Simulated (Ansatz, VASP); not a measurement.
## HgF3: VASP beside Ansatz

Contents of INCAR:

```
SYSTEM = HgF3
PREC = Accurate
ENCUT = 520
EDIFF = 1E-7
ISMEAR = 0
SIGMA = 0.1
LREAL = .FALSE.
LASPH = .TRUE.
NELM = 80
ALGO = Normal
ISIF = 2
LWAVE = .FALSE.
LCHARG = .FALSE.
GGA = PE
NBANDS = 24
```

The input KPOINTS:

```
regular mesh
0
G
  12 12 12
  0 0 0
```

Contents of POSCAR:

```
HgF3
1.0
    0.0000000000      2.8631710000      2.8631710000
    2.8631710000      0.0000000000      2.8631710000
    2.8631710000      2.8631710000      0.0000000000
Hg F
1 3
Direct
    0.0000000000      0.0000000000      0.0000000000
    0.2500000000      0.2500000000      0.2500000000
    0.7500000000      0.7500000000      0.7500000000
    0.5000000000      0.5000000000      0.5000000000
```

Input for Ansatz:

```yaml
crystal:
  lattice:
    - [0.0, 2.863171, 2.863171]
    - [2.863171, 0.0, 2.863171]
    - [2.863171, 2.863171, 0.0]
  atoms:
    - { symbol: Hg, position: [0.0, 0.0, 0.0] }
    - { symbol: F, position: [0.25, 0.25, 0.25] }
    - { symbol: F, position: [0.75, 0.75, 0.75] }
    - { symbol: F, position: [0.5, 0.5, 0.5] }
basis:
  ecutwfc: 420
kpoints:
  mp_grid: { grid: [12, 12, 12] }
hamiltonian:
  xc: pbe
scf:
  occupations: { method: gaussian, width: 0.1 }
  lower_state_search: "off"
output:
  forces: true
  stress: true
  eigenvalues: true
```

Alike in both runs: task single point; functional PBE; k mesh 12 × 12 × 12; occupations gaussian, width 0.1 eV; no spin polarisation.

```csv
,VASP,Ansatz
version,VASP 6.6.1,Ansatz 0.2.0
potentials or method,"VASP PAW PBE potentials, release 64 (Hg, F), cutoff 520 eV","scalar-relativistic, plane waves, PAW"
valence electrons in the cell,33,41
```

|  | VASP | Ansatz | Ansatz less VASP |
| --- | --- | --- | --- |
| gap on the k mesh at the Fermi level (eV) | none | none | - |
| pressure (GPa) | 1.5 | 1.2 | -0.23 |

A gap of «none» marks a metal or a gap that the smearing closes. The functional is the same, so the differences come from potentials, cutoffs and numerics. VASP's potentials hold 33 valence electrons a cell and Ansatz's 41, so a difference there can come from the potentials and not from the codes.

Spin-orbit coupling is off throughout.
